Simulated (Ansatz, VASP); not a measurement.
**One calculation of HfO2, two programs**

Contents of INCAR:

```
PREC = Accurate
ENCUT = 520
EDIFF = 1E-6
ISMEAR = -1
SIGMA = 0.02
LREAL = F
LASPH = T
NELM = 80
ALGO = Normal
ISIF = 2
LWAVE = F
LCHARG = F
GGA = PE
NBANDS = 56
```

File KPOINTS:

```
regular mesh
0
Gamma
  6 6 6
```

Contents of POSCAR:

```
HfO2
1.0
    5.0115875560      0.0000000000      0.0048564808
    0.0000000000      5.0777797560      0.0000000000
   -0.8571965853      0.0000000000      5.3292196247
Hf O
4 8
Direct
    0.2770456117      0.4584199851      0.7092147115
    0.7229543883      0.9584199851      0.7907852885
    0.7229543883      0.5415800149      0.2907852885
    0.2770456117      0.0415800149      0.2092147115
    0.4444466704      0.7433444685      0.9748319996
    0.5555533296      0.2433444685      0.5251680004
    0.5555533296      0.2566555315      0.0251680004
    0.4444466704      0.7566555315      0.4748319996
    0.0648382535      0.3198240528      0.3574393279
    0.9351617465      0.8198240528      0.1425606721
    0.9351617465      0.6801759472      0.6425606721
    0.0648382535      0.1801759472      0.8574393279
```

Input for Ansatz:

```yaml
crystal:
  lattice:
    - [5.011587556, 0.0, 0.0048564808]
    - [0.0, 5.077779756, 0.0]
    - [-0.8571965853, 0.0, 5.3292196247]
  atoms:
    - { symbol: Hf, position: [0.2770456117, 0.4584199851, 0.7092147115] }
    - { symbol: Hf, position: [0.7229543883, 0.9584199851, 0.7907852885] }
    - { symbol: Hf, position: [0.7229543883, 0.5415800149, 0.2907852885] }
    - { symbol: Hf, position: [0.2770456117, 0.0415800149, 0.2092147115] }
    - { symbol: O, position: [0.4444466704, 0.7433444685, 0.9748319996] }
    - { symbol: O, position: [0.5555533296, 0.2433444685, 0.5251680004] }
    - { symbol: O, position: [0.5555533296, 0.2566555315, 0.0251680004] }
    - { symbol: O, position: [0.4444466704, 0.7566555315, 0.4748319996] }
    - { symbol: O, position: [0.0648382535, 0.3198240528, 0.3574393279] }
    - { symbol: O, position: [0.9351617465, 0.8198240528, 0.1425606721] }
    - { symbol: O, position: [0.9351617465, 0.6801759472, 0.6425606721] }
    - { symbol: O, position: [0.0648382535, 0.1801759472, 0.8574393279] }
kpoints:
  mp_grid: { grid: [6, 6, 6] }
  band_path:
    path:
      - [0.0, 0.0, 0.0]
      - [0.0, 0.5, 0.0]
      - [0.0, 0.5, 0.5]
      - [0.0, 0.0, 0.5]
      - [-0.5, 0.0, 0.5]
      - [-0.5, 0.5, 0.5]
      - [-0.5, 0.5, 0.0]
      - [-0.5, 0.0, 0.0]
    npoints: 1
hamiltonian:
  xc: pbe
scf:
  occupations: { method: fermi_dirac, width: 0.02 }
  n_extra_bands: 7
output:
  forces: true
  stress: true
  eigenvalues: true
```

Change from the starting cell: epitaxial_xy strain -2.0%.

Alike in both runs: task single point; functional PBE; k mesh 6 × 6 × 6; occupations fermi-dirac, width 0.02 eV; no spin polarisation.

```csv
,VASP,Ansatz
version,VASP 6.6.1,Ansatz 0.2.0
potentials or method,"VASP PAW PBE potentials, release 64 (Hf_pv, O)","plane waves, PAW"
plane-wave cutoff (eV),520,420
valence electrons in the cell,88,152
```

|  | VASP | Ansatz | Ansatz less VASP |
| --- | --- | --- | --- |
| gap on the k mesh at the Fermi level (eV) | 4.16 | 4.20 | +0.039 |
| pressure (GPa) | 8.2 | 11.5 | +3.29 |
| traceless stress, the component that is largest in VASP (GPa) | -5.93 | -5.80 | +0.135 |
| rms of the force components (eV/Å) | 0.017 | 0.044 | +0.0274 |

Atom by atom the forces differ by 0.035 eV/Å (rms over components). VASP's potentials hold 88 valence electrons a cell and Ansatz's 152, so a difference there can come from the potentials and not from the codes.

Neither program's run includes spin-orbit coupling.
